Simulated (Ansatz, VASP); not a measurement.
This is a calculation of InSe for VASP 6.6.1.

INCAR

```
ALGO = Normal ; EDIFF = 1E-7
ENCUT = 520 ; GGA = RP
ISIF = 2 ; ISMEAR = -1
IVDW = 12 ; LASPH = T
LCHARG = F ; LREAL = F
LWAVE = F ; NBANDS = 27
NELM = 60 ; PREC = Accurate
SIGMA = 0.05
```

File KPOINTS:

```
k-points
0
Gamma
  8 8 8
```

Contents of POSCAR:

```
InSe
1.0
    1.9865767768      1.1469506368      8.3833539979
   -1.9865767768      1.1469506368      8.3833539979
    0.0000000000     -2.2939012737      8.3833539979
In Se
2 2
Direct
    0.8886000000      0.8886000000      0.8886000000
    0.0000000000      0.0000000000      0.0000000000
    0.1719000000      0.1719000000      0.1719000000
    0.3835000000      0.3835000000      0.3835000000
```

Potentials or basis: VASP PAW PBE potentials, release 64 (In_d, Se).

The run is started by

```console
$ cat potpaw_PBE.64/In_d/POTCAR potpaw_PBE.64/Se/POTCAR > POTCAR
$ mpirun -np 1 vasp_std > vasp.out
```

Question: Set up the same calculation for Ansatz 0.2.0. Potentials there: Ansatz PAW.

Answer: As run (the cutoff follows the program's own potentials):

File input.yaml:

```yaml
crystal:
  lattice:
    - [1.9865767768, 1.1469506368, 8.3833539979]
    - [-1.9865767768, 1.1469506368, 8.3833539979]
    - [0.0, -2.2939012737, 8.3833539979]
  atoms:
    - { symbol: In, position: [0.8886, 0.8886, 0.8886] }
    - { symbol: In, position: [0.0, 0.0, 0.0] }
    - { symbol: Se, position: [0.1719, 0.1719, 0.1719] }
    - { symbol: Se, position: [0.3835, 0.3835, 0.3835] }
hamiltonian:
  xc: rpbe
  pseudopotentials: { kind: paw }
  dispersion: d3bj
kpoints:
  mp_grid: { grid: [8, 8, 8] }
scf:
  occupations: { method: fermi_dirac, width: 0.05 }
output:
  forces: true
  stress: true
  eigenvalues: true
```

Potentials or basis: Ansatz PAW.

Command:

```bash
$ ansatz run input.yaml --threads 2 --pin off --max-ram 5120MiB --backend cpu --events-out ev --progress --plain --runs-dir out
```

Both were run:

|  | VASP | Ansatz | Ansatz less VASP |
| --- | --- | --- | --- |
| gap on the k mesh at the Fermi level (eV) | 0.62 | 0.63 | +0.015 |
| least direct gap on the mesh (eV) | 0.62 | 0.63 | +0.015 |
| pressure (GPa) | -3.6 | -3.7 | -0.06 |
| traceless stress, the component that is largest in VASP (GPa) | 0.52 | 0.52 | +0.001 |
| rms of the force components (eV/Å) | 0.232 | 0.222 | -0.0093 |

VASP's potentials were made for PBE, not for RPBE. Atom by atom the forces differ by 0.010 eV/Å (rms over components). VASP's potentials hold 38 valence electrons a cell and Ansatz's 58, so a difference there can come from the potentials and not from the codes.
